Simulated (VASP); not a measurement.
Here is a VASP 6.6.1 calculation.

File INCAR:

```
SYSTEM = Cu
PREC = Accurate
ENCUT = 520
EDIFF = 1E-6
ISMEAR = -1
SIGMA = 0.05
LREAL = .False.
LASPH = .True.
NELM = 80
ALGO = Fast
ISIF = 2
LWAVE = .False.
LCHARG = .False.
NBANDS = 42
```

KPOINTS

```
regular mesh
0
Gamma
  12 12 2
  0 0 0
```

The input POSCAR:

```
Cu
1.0
    2.5036582226      0.0000000000      0.0000000000
   -1.2518291113      2.1682316232      0.0000000000
    0.0000000000      0.0000000000     24.5755892700
Cu
6
Direct
    0.3333333333      0.6666666667      0.7103855800
    0.6666666667      0.3333333333      0.5420091400
    0.0000000000      0.0000000000      0.6262355500
    0.3333333333      0.6666666667      0.4579908600
    0.6666666667      0.3333333333      0.2896144200
    0.0000000000      0.0000000000      0.3737644500
```

Potentials or basis: VASP PAW LDA potentials, release 64 (Cu).

The run is started by

```bash
$ cat potpaw_LDA.64/Cu/POTCAR > POTCAR
$ mpirun -np 1 vasp_std > vasp.out
```

Problem. Estimate the largest force.

Solution. 0.288 eV/Å.

Problem. What does it give for the band gap on the k mesh?

Solution. Zero (band 33 reaches 5.12 eV, above the bottom of band 34 at -0.17 eV).

Forces on the atoms (eV/Å):
```
Cu   0.000  0.000 -0.288
Cu   0.000  0.000  0.020
Cu   0.000  0.000  0.011
Cu   0.000  0.000 -0.020
Cu   0.000  0.000  0.288
Cu   0.000  0.000 -0.011
```
